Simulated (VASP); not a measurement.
Here is a VASP 6.6.1 calculation.

File INCAR:

```
PREC = Accurate ; ENCUT = 520
EDIFF = 1E-7 ; ISMEAR = 0
SIGMA = 0.02 ; LREAL = False
LASPH = True ; NELM = 80
ALGO = Normal ; ISIF = 2
LWAVE = False ; LCHARG = True
GGA = PE ; LELF = True
LVHAR = True ; NBANDS = 28
```

The input KPOINTS:

```
regular mesh
0
Gamma
  8 8 8
```

File POSCAR:

```
BaTiO3
1.0
    3.9854497891      0.0000000000      0.0000000000
    0.0000000000      3.9854497891      0.0000000000
    0.0000000000      0.0000000000      4.2004826453
Ba Ti O
1 1 3
Direct
    0.5000000000      0.5000000000      0.5912757133
    0.0000000000      0.0000000000      0.1084227178
    0.0000000000      0.5000000000      0.0602445512
    0.5000000000      0.0000000000      0.0602445512
    0.0000000000      0.0000000000      0.5398094565
```

Potentials or basis: VASP PAW PBE potentials, release 64 (Ba_sv, Ti_sv, O).

Run with:

```bash
$ cat potpaw_PBE.64/Ba_sv/POTCAR potpaw_PBE.64/Ti_sv/POTCAR potpaw_PBE.64/O/POTCAR > POTCAR
$ mpirun -np 1 vasp_std > vasp.out
```

(1) Predict the pressure.

(2) Estimate the band gap on the k mesh.

Results:

(1) 1.6 GPa.

(2) 1.79 eV, indirect (least direct gap 2.35 eV).

Caveat: spin-orbit coupling is left out, which moves the levels of the heavy elements.
